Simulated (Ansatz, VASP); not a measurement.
## One calculation of InP, two programs

File INCAR:

```
SYSTEM = InP
  PREC = Accurate
  ENCUT = 600
  EDIFF = 1E-7
  ISMEAR = 0
  SIGMA = 0.02
  LREAL = .FALSE.
  LASPH = .TRUE.
  NELM = 100
  ALGO = Normal
  ISIF = 3
  LWAVE = .FALSE.
  LCHARG = .FALSE.
  IBRION = 2
  NSW = 80
  EDIFFG = -0.01
```

Contents of KPOINTS:

```
regular mesh
0
G
  10 10 10
  0 0 0
```

Contents of POSCAR:

```
InP
1.0
    0.0000000000      2.9305000000      2.9305000000
    2.9305000000      0.0000000000      2.9305000000
    2.9305000000      2.9305000000      0.0000000000
In P
1 1
Direct
    0.0000000000      0.0000000000      0.0000000000
    0.2500000000      0.2500000000      0.2500000000
```

Input for Ansatz:

```yaml
crystal:
  lattice:
    - [0.0, 2.9305, 2.9305]
    - [2.9305, 0.0, 2.9305]
    - [2.9305, 2.9305, 0.0]
  atoms:
    - { symbol: In, position: [0.0, 0.0, 0.0] }
    - { symbol: P, position: [0.25, 0.25, 0.25] }
scf:
  occupations: { method: gaussian, width: 0.02 }
output:
  forces: true
  stress: true
  eigenvalues: true
  write_density: true
  write_potential: true
  elf: true
  volumetric_format: npy
kpoints:
  mp_grid: { grid: [10, 10, 10] }
hamiltonian:
  xc: lda
relax:
  f_tol: 0.01
  adjacent_minimum: "off"
  cell: { stress_tol: 0.05 }
```

Alike in both runs: task relaxation of cell and atoms; functional LDA; k mesh 10 × 10 × 10; occupations gaussian, width 0.02 eV; no spin polarisation.

|  | VASP | Ansatz |
| --- | --- | --- |
| version | VASP 6.6.1 | Ansatz 0.2.0 |
| potentials or method | VASP PAW LDA potentials, release 64 (In_d, P) | scalar-relativistic, plane waves, PAW |
| plane-wave cutoff (eV) | 600 | 420 |
| valence electrons in the cell | 18 | 18 |

Ansatz gave:

| Quantity | Value |
| --- | --- |
| gap on the k mesh at the Fermi level, each at its own relaxed structure (eV) | 0.58 |
| relaxed volume (Å³/atom) | 24.73 |
| relaxed cell length with the largest relative difference (Å) | 4.120 |

Task: Estimate VASP's values.

Result: gap on the k mesh at the Fermi level, each at its own relaxed structure (eV): 0.60; relaxed volume (Å³/atom): 24.75; relaxed cell length with the largest relative difference (Å): 4.122.

LDA's correlation is that of Perdew and Zunger in VASP and of Perdew and Wang (1992) in Ansatz.
